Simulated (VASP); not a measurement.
Input of a VASP 6.6.1 run:

INCAR

```
PREC = Accurate
ENCUT = 520
EDIFF = 1E-6
ISMEAR = 0
SIGMA = 0.05
LREAL = F
LASPH = T
NELM = 120
ALGO = Normal
ISIF = 2
LWAVE = F
LCHARG = F
GGA = PE
NBANDS = 70
NELECT = 112.0
GGA_COMPAT = F
```

The input KPOINTS:

```
regular mesh
0
Gamma
  4 4 4
```

File POSCAR:

```
Zr5O9
1.0
    0.0000000000      0.0000000000      5.1158833634
   -2.5579416817      5.1158833634      2.5579416817
   -5.1158833634     -2.5579416817      2.5579416817
Zr O
5 9
Direct
    1.0000000000      0.0000000000      0.0000000000
    0.2000000000      0.2000000000      0.4000000000
    0.4000000000      0.4000000000      0.8000000000
    0.6000000000      0.6000000000      0.2000000000
    0.8000000000      0.8000000000      0.6000000000
    0.5500000000      0.3000000000      0.1000000000
    0.7500000000      0.5000000000      0.5000000000
    0.9500000000      0.7000000000      0.9000000000
    0.1500000000      0.9000000000      0.3000000000
    0.0500000000      0.3000000000      0.1000000000
    0.2500000000      0.5000000000      0.5000000000
    0.4500000000      0.7000000000      0.9000000000
    0.6500000000      0.9000000000      0.3000000000
    0.6361115954      0.1175922697      0.7351845394
```

Potentials or basis: VASP PAW PBE potentials, release 64 (Zr_sv, O).

Run with:

```bash
$ cat potpaw_PBE.64/Zr_sv/POTCAR potpaw_PBE.64/O/POTCAR > POTCAR
$ mpirun -np 1 vasp_std > vasp.out
```

(1) Estimate the largest force.

Answers

(1) 13.448 eV/Å.

Caveat: the cell carries a net charge on a neutralising background, which shifts energy and pressure; the cell differs from its parent crystal (atoms taken out, atom 14 moved 0.375 of the way to it and -0.225 Å across, host rigid).
